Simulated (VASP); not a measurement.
Write the native input for VASP 6.6.1 that does the following.

| Quantity | Value |
| --- | --- |
| Task | single point |
| Functional | PBE |
| Potentials or basis | VASP PAW PBE potentials, release 64 (Pt) |
| Cutoff | 520 eV |
| k mesh | 41 × 41 × 41 |
| Occupations | fermi-dirac, width 0.0612256 eV |
| Spin | no spin polarisation |
| Dipole correction | no |
| Further INCAR settings | ALGO = Normal; EDIFF = 1e-06; NBANDS = 11 |

The structure of Pt lies in POSCAR:

```
Pt
1.0
    2.6602612290      0.0000000000      0.0000000000
    0.0000000000      2.6602612290      0.0000000000
    0.0000000000      0.0000000000      2.6602612290
Pt
1
Direct
    0.0000000000      0.0000000000      0.0000000000
```

These files were run (other wordings do the same):

INCAR

```
SYSTEM = Pt
PREC = Accurate
ENCUT = 520
EDIFF = 1E-6
ISMEAR = -1
SIGMA = 0.06122561905347299
LREAL = .FALSE.
LASPH = .TRUE.
NELM = 100
ALGO = Normal
ISIF = 2
LWAVE = .FALSE.
LCHARG = .FALSE.
GGA = PE
NBANDS = 11
```

KPOINTS

```
regular mesh
0
G
  41 41 41
  0 0 0
```

Potentials or basis: VASP PAW PBE potentials, release 64 (Pt).

Run with:

```console
$ cat potpaw_PBE.64/Pt/POTCAR > POTCAR
$ mpirun -np 1 vasp_std > vasp.out
```

Results of the run:

```json
{"Pressure": "-7.1 GPa", "Band gap on the k mesh": "zero (band 5 reaches 9.42 eV, above the bottom of band 6 at 6.53 eV)"}
```

Caveat: spin-orbit coupling is left out, which moves the levels of the heavy elements.

It took 2.3 min on 1 thread of AMD EPYC 7R13 Processor (Zen 3), with other jobs on the host, peak memory 0.41 GiB.
